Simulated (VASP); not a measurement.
## PtS2: single point with HSE06

PtS2:

```xyz
3
Lattice="3.7303 0.0000 0.0000 -1.8651 3.2305 0.0000 0.0000 0.0000 4.6769" Properties=species:S:1:pos:R:3 pbc="T T T"
Pt    0.0000    0.0000    0.0000
S     0.0000    2.1537    1.1334
S     1.8651    1.0768    3.5435
```

This cell differs from its parent crystal: epitaxial xy strain +5.0%.

* Program: VASP 6.6.1
* Task: single point
* Functional: HSE06
* Potentials or basis: VASP PAW PBE potentials, release 64 (Pt, S)
* Cutoff: 400 eV
* k mesh: 6 × 6 × 4
* Occupations: fermi-dirac, width 0.02 eV
* Spin: no spin polarisation
* Dipole correction: no
* Grid for exact exchange (PRECFOCK): Normal
* Further INCAR settings: ALGO = Normal; EDIFF = 1e-06; NBANDS = 18
* Share of exact exchange: 0.25
* Screening parameter: 0.2079 1/Å

```
Pressure               : -8.5 GPa
Largest force          : 0.349 eV/Å
Band gap on the k mesh : 0.53 eV (least direct gap 1.37 eV)
```

Forces on the atoms (eV/Å):
```
Pt   0.000  0.000  0.000
S    0.000  0.000 -0.349
S    0.000  0.000  0.349
```

Stress tensor (GPa, compression positive):
```
-12.75   0.00   0.00
  0.00 -12.75   0.00
  0.00   0.00  -0.06
```

Levels at points of the mesh, in eV from the valence-band top:
```tsv
k point	band 7	band 8	band 9	band 10	band 11	band 12	band 13	band 14	band 15	band 16
(0.00, 0.00, 0.00)	-4.81	-2.69	-1.75	-1.75	0.00	1.88	1.88	4.53	5.39	8.23
(0.50, 0.00, 0.00)	-4.44	-4.37	-4.36	-3.62	-3.14	1.29	2.86	5.71	7.36	8.48
(0.00, 0.00, 0.50)	-4.88	-3.03	-2.14	-2.14	-1.85	2.77	2.77	6.12	7.24	7.49
(0.50, 0.00, 0.50)	-4.46	-4.35	-3.68	-3.55	-1.47	1.58	1.85	6.01	6.05	9.30
```

It took 75 min on 1 thread of Intel Xeon 8259CL, with other jobs on the host, peak memory 0.27 GiB.

Caveat: the cell differs from its parent crystal (epitaxial xy strain +5.0%); the cell stands under tension; the PAW data sets were made with another functional, which shifts forces and pressure a little; spin-orbit coupling is left out, which moves the levels of the heavy elements. A k mesh can miss the band edges.
